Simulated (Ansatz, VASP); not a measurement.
One calculation of Cs, two programs

File POSCAR:

```
Cs
1.0
   -3.1348857123      3.1348857123      3.1348857123
    3.1348857123     -3.1348857123      3.1348857123
    3.1348857123      3.1348857123     -3.1348857123
Cs
1
Direct
    0.0000000000      0.0000000000      0.0000000000
```

INCAR.step1

```
  ALGO = Normal
  EDIFF = 1E-4
  ENCUT = 520
  GGA = PE
  ISMEAR = -1
  LASPH = True
  LCHARG = False
  LREAL = False
  LWAVE = True
  NBANDS = 10
  NELM = 100
  PREC = Accurate
  SIGMA = 0.1
```

INCAR.step2

```
  ALGO = Normal
  EDIFF = 1E-6
  ENCUT = 520
  ISIF = 2
  ISMEAR = -1
  ISTART = 1
  LASPH = True
  LCHARG = True
  LELF = True
  LMIXTAU = True
  LREAL = False
  LVHAR = True
  LWAVE = False
  METAGGA = R2SCAN
  NBANDS = 10
  NELM = 100
  PREC = Accurate
  SIGMA = 0.1
```

File KPOINTS:

```
k-points
0
Gamma
  5 5 5
```

Input for Ansatz:

```yaml
crystal:
  lattice:
    - [-3.1348857123, 3.1348857123, 3.1348857123]
    - [3.1348857123, -3.1348857123, 3.1348857123]
    - [3.1348857123, 3.1348857123, -3.1348857123]
  atoms:
    - { symbol: Cs, position: [0.0, 0.0, 0.0] }
hamiltonian:
  xc: r2scan
  pseudopotentials:
    kind: paw
    azcp:
      Cs: "pseudopotentials/Cs.paw.azcp"
basis:
  ecutwfc: 500
  fft_grid_basis: typed
kpoints:
  mp_grid: { grid: [5, 5, 5], shift: [0, 0, 0] }
magnetization:
  spin_polarized: false
scf:
  occupations: { method: fermi_dirac, width: 0.1 }
  lower_state_search: "off"
output:
  stress: true
```

Alike in both runs: task single point; functional r2SCAN; k mesh 5 × 5 × 5; occupations fermi-dirac, width 0.1 eV; no spin polarisation.

|  | VASP | Ansatz |
| --- | --- | --- |
| version | VASP 6.6.1 | Ansatz 0.2.0 |
| potentials or method | VASP PAW PBE potentials, release 64 (Cs_sv), cutoff 520 eV | plane waves (500 eV) with PAW, scalar-relativistic |
| valence electrons in the cell | 9 | 9 |

Ansatz gave:

```
pressure (GPa) : 0.0
```

Problem. Estimate VASP's values.

Solution. Pressure (GPa): -0.1.

VASP's potentials were made for PBE, not for r2SCAN.

Spin-orbit coupling is off throughout.
